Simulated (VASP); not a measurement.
The system is KZrN.

```xyz
3
Lattice="4.2055 0.0000 0.0000 -2.1028 3.6421 0.0000 0.0000 0.0000 4.8002" Properties=species:S:1:pos:R:3 pbc="T T T"
K     0.0000    0.0000    0.0000
Zr    0.0000    2.4281    2.4001
N     2.1028    1.2140    2.4001
```

The cell was generated, and may not be a known phase.

```yaml
Program: VASP 6.6.1
Task: relaxation of cell and atoms
Functional: PBE
Potentials_or_basis: VASP PAW PBE potentials, release 64 (K_sv, Zr_sv, N)
Cutoff: 600 eV
k_mesh: 6 × 6 × 4
Occupations: gaussian, width 0.1 eV
Spin: no spin polarisation
```

At the start: pressure -10.9 GPa; volume 24.51 Å³/atom.

Where does the relaxation end?

Over 8 steps the energy falls by 717.0 meV/atom and the volume is 24.94 Å³/atom (+1.8 %); space group P-6m2 (No. 187, to 0.1 Å) before and after.

The path:
```csv
step,energy change (eV),largest force (eV/Å),pressure (GPa),volume (Å³)
1,0.0000,0.0000,-10.92,73.52
2,-1.1891,0.0000,12.00,56.50
3,-1.2482,0.0000,6.09,58.86
4,-1.6742,0.0000,6.38,62.15
5,-1.8280,0.0000,10.00,70.23
6,-2.0009,0.0000,7.76,67.34
7,-2.1089,0.0000,-3.17,79.31
8,-2.1509,0.0000,0.04,74.83
```

Final structure:
```xyz
3
Lattice="3.6429 0.0000 0.0000 -1.8214 3.1548 0.0000 0.0000 0.0000 6.5107" Properties=species:S:1:pos:R:3 pbc="T T T"
K     0.0000    0.0000    0.0000
Zr    0.0000    2.1032    3.2554
N     1.8214    1.0516    3.2554
```

Caveat: a cell axis changed by over 15 % at a fixed basis, so the end point is rough.
